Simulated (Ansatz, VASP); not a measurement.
# Two plane-wave programs on HfN

Contents of INCAR:

```
SYSTEM = HfN
ALGO     = Fast           ! electronic algorithm
EDIFF    = 1E-6           ! SCF threshold, eV
ENCUT    = 520            ! plane-wave cutoff, eV
GGA      = PS             ! functional
ISIF     = 2              ! what is computed and relaxed
ISMEAR   = 0              ! smearing method
LASPH    = .TRUE.         ! aspherical terms in the spheres
LCHARG   = .TRUE.         ! write CHGCAR
LELF     = .TRUE.         ! ELF
LREAL    = .FALSE.        ! projectors in reciprocal space
LVHAR    = .TRUE.       
LWAVE    = .FALSE.        ! write WAVECAR
NBANDS   = 57             ! bands
NELM     = 80             ! most SCF steps
PREC     = Accurate       ! precision mode
SIGMA    = 0.15           ! smearing width, eV
```

The input KPOINTS:

```
k-points
0
G
  21 21 4
  0 0 0
```

POSCAR

```
HfN
1.0
    2.2507757577     -2.2507757577      0.0000000000
    2.2507757577      0.0000000000     -2.2507757577
    9.2917781652      9.2917781652      9.2917781652
Hf N
6 6
Direct
    1.0000000000      0.0000000000      0.3633495738
    0.3333333333      0.3333333333      0.2018608744
    0.6666666667      0.6666666667      0.5248382733
    1.0000000000      1.0000000000      0.8478156723
    0.3333333333      0.3333333333      0.6863269728
    0.6666666667      0.6666666667      0.0403721749
    0.6666666667      0.6666666667      0.2826052241
    0.0000000000      0.0000000000      0.1211165246
    0.3333333333      0.3333333333      0.4440939236
    0.6666666667      0.6666666667      0.7670713225
    1.0000000000      1.0000000000      0.6055826231
    0.3333333333      0.3333333333      0.9285600220
```

Input for Ansatz:

```yaml
crystal:
  lattice:
    - [2.2507757577, -2.2507757577, 0.0]
    - [2.2507757577, 0.0, -2.2507757577]
    - [9.2917781652, 9.2917781652, 9.2917781652]
  atoms:
    - { symbol: Hf, position: [1.0, 0.0, 0.3633495738] }
    - { symbol: Hf, position: [0.3333333333, 0.3333333333, 0.2018608744] }
    - { symbol: Hf, position: [0.6666666667, 0.6666666667, 0.5248382733] }
    - { symbol: Hf, position: [1.0, 1.0, 0.8478156723] }
    - { symbol: Hf, position: [0.3333333333, 0.3333333333, 0.6863269728] }
    - { symbol: Hf, position: [0.6666666667, 0.6666666667, 0.0403721749] }
    - { symbol: "N", position: [0.6666666667, 0.6666666667, 0.2826052241] }
    - { symbol: "N", position: [0.0, 0.0, 0.1211165246] }
    - { symbol: "N", position: [0.3333333333, 0.3333333333, 0.4440939236] }
    - { symbol: "N", position: [0.6666666667, 0.6666666667, 0.7670713225] }
    - { symbol: "N", position: [1.0, 1.0, 0.6055826231] }
    - { symbol: "N", position: [0.3333333333, 0.3333333333, 0.928560022] }
basis:
  ecutwfc: 420
kpoints:
  mp_grid: { grid: [21, 21, 4] }
hamiltonian:
  xc: pbesol
scf:
  occupations: { method: gaussian, width: 0.15 }
output:
  forces: true
  stress: true
  eigenvalues: true
  write_density: true
  write_potential: true
  elf: true
  volumetric_format: npy
```

Alike in both runs: task single point; functional PBEsol; k mesh 21 × 21 × 4; occupations gaussian, width 0.15 eV; no spin polarisation.

|  | VASP | Ansatz |
| --- | --- | --- |
| version | VASP 6.6.1 | Ansatz 0.2.0 |
| potentials or method | VASP PAW PBE potentials, release 64 (Hf_pv, N), cutoff 520 eV | scalar-relativistic, plane waves, PAW |
| valence electrons in the cell | 90 | 186 |

Ansatz gave:

- gap on the k mesh at the Fermi level (eV): none
- pressure (GPa): -5.2
- traceless stress, the component that is largest in VASP (GPa): -2.30
- rms of the force components (eV/Å): 0.521

**Question.** Which values does VASP return?

**Answer.** gap on the k mesh at the Fermi level (eV): none; pressure (GPa): -7.4; traceless stress, the component that is largest in VASP (GPa): -2.32; rms of the force components (eV/Å): 0.513.

VASP's potentials were made for PBE, not for PBEsol. Atom by atom the forces differ by 0.010 eV/Å (rms over components). A gap of «none» marks a metal or a gap that the smearing closes. The functional is the same, so the differences come from potentials, cutoffs and numerics. VASP's potentials hold 90 valence electrons a cell and Ansatz's 186, so a difference there can come from the potentials and not from the codes.

Spin-orbit coupling is off throughout.
